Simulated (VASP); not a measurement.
Write the native input for VASP 6.6.1 that does the following.

* Task: single point
* Functional: PBE
* Potentials or basis: VASP PAW PBE potentials, release 64 (Si, C)
* Cutoff: 520 eV
* k mesh: 8 × 8 × 12
* Occupations: gaussian, width 0.1 eV
* Spin: no spin polarisation
* Dipole correction: no
* Further INCAR settings: ALGO = Normal; EDIFF = 1e-07; NBANDS = 21

The structure of SiC2 lies in POSCAR:

```
SiC2
1.0
    4.5452460195      0.0000000000      0.0000000000
    0.0000000000      4.5452460195      0.0000000000
    0.0000000000      0.0000000000      2.9468772969
Si C
2 4
Direct
    0.0000000000      0.0000000000      0.0000000000
    0.5000000000      0.5000000000      0.5000000000
    0.2929606817      0.2929606817      0.0000000000
    0.2070393183      0.7929606817      0.5000000000
    0.7070393183      0.7070393183      0.0000000000
    0.7929606817      0.2070393183      0.5000000000
```

These files were run (other wordings do the same):

INCAR

```
ALGO = Normal
EDIFF = 1E-7
ENCUT = 520
GGA = PE
ISIF = 2
ISMEAR = 0
LASPH = T
LCHARG = T
LELF = T
LREAL = F
LVHAR = T
LWAVE = F
NBANDS = 21
NELM = 60
PREC = Accurate
SIGMA = 0.1
```

KPOINTS

```
k-points
0
Gamma
  8 8 12
```

Potentials or basis: VASP PAW PBE potentials, release 64 (Si, C).

Launch:

```sh
$ cat potpaw_PBE.64/Si/POTCAR potpaw_PBE.64/C/POTCAR > POTCAR
$ mpirun -np 1 vasp_std > vasp.out
```

It gave:

The pressure is -0.1 GPa, the largest force is 0.005 eV/Å and the band gap on the k mesh is zero (bands 12 and 13 overlap by 2.11 eV).

It took 2.1 min on 1 thread of Intel Xeon 8259CL (shared host), peak memory 0.24 GiB.
